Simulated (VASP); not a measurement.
Write the native input for VASP 6.6.1 that does the following.

* Task: single point
* Functional: PBE
* Dispersion: D3(BJ)
* Potentials or basis: VASP PAW PBE potentials, release 64 (O, H, C)
* Cutoff: 520 eV
* k mesh: 1 × 1 × 1
* Occupations: fermi-dirac, width 0.02 eV
* Spin: no spin polarisation
* Dipole correction: no
* Further INCAR settings: LREAL = Auto; ALGO = Normal; EDIFF = 1e-06; NBANDS = 38

The structure of H12CO5 lies in POSCAR:

```
H12CO5
1.0
    5.5211310000      0.0000000000      0.0000000000
    0.0000000000      5.5211310000      0.0000000000
    0.0000000000      0.0000000000      5.5211310000
O H C
5 12 1
Direct
    0.3681492071      0.1482304984      0.7414604001
    0.5554840122      0.2655796430      1.1819136333
    0.2848148323      0.6244916123      0.3533152899
    0.9972594383      0.0841856496      0.3821499617
    0.0336525252     -0.1906312312      0.9271651044
    0.4002621927     -0.0086395342      0.6651716831
    0.1974233178      0.1612350803      0.7503897299
    0.5689595121      0.2550745490      1.3666402771
    0.7235292914      0.2381939498      1.1353470874
    0.1610901824      0.5242041893      0.2671191826
    0.3914596484      0.6893333993      0.2341911467
    1.1219621487     -0.0210645246      0.2957908443
    1.0881466134      0.1745837945      0.5049508878
   -0.2922951837     -0.3722425713      0.9653819118
   -0.0494826151     -0.1719756333      1.0894144696
   -0.1720661944     -0.2734765757      0.6629257665
   -0.0449183329     -0.5309962759      0.7681578285
   -0.1272384227     -0.3579520211      0.8424904245
```

One way to write it, as run:

INCAR

```
ALGO = Normal ; EDIFF = 1E-6
ENCUT = 520 ; GGA = PE
ISIF = 2 ; ISMEAR = -1
IVDW = 12 ; LASPH = T
LCHARG = F ; LREAL = Auto
LWAVE = F ; NBANDS = 38
NELM = 80 ; PREC = Accurate
SIGMA = 0.02
```

KPOINTS

```
k-points
0
Gamma
  1 1 1
```

Potentials or basis: VASP PAW PBE potentials, release 64 (O, H, C).

Launch:

```bash
$ cat potpaw_PBE.64/O/POTCAR potpaw_PBE.64/H/POTCAR potpaw_PBE.64/C/POTCAR > POTCAR
$ mpirun -np 1 vasp_gam > vasp.out
```

Results of the run:

| Quantity | Value |
| --- | --- |
| Pressure | 0.5 GPa |
| Largest force | 4.401 eV/Å |
| Band gap on the k mesh | 3.97 eV |
| Dispersion energy per atom | -0.037 eV |

Caveat: the k points lie up to 1.14 Å⁻¹ apart.

It took 30 s on 1 thread of AMD EPYC 7R13 Processor (Zen 3) (shared host), peak memory 0.2 GiB.
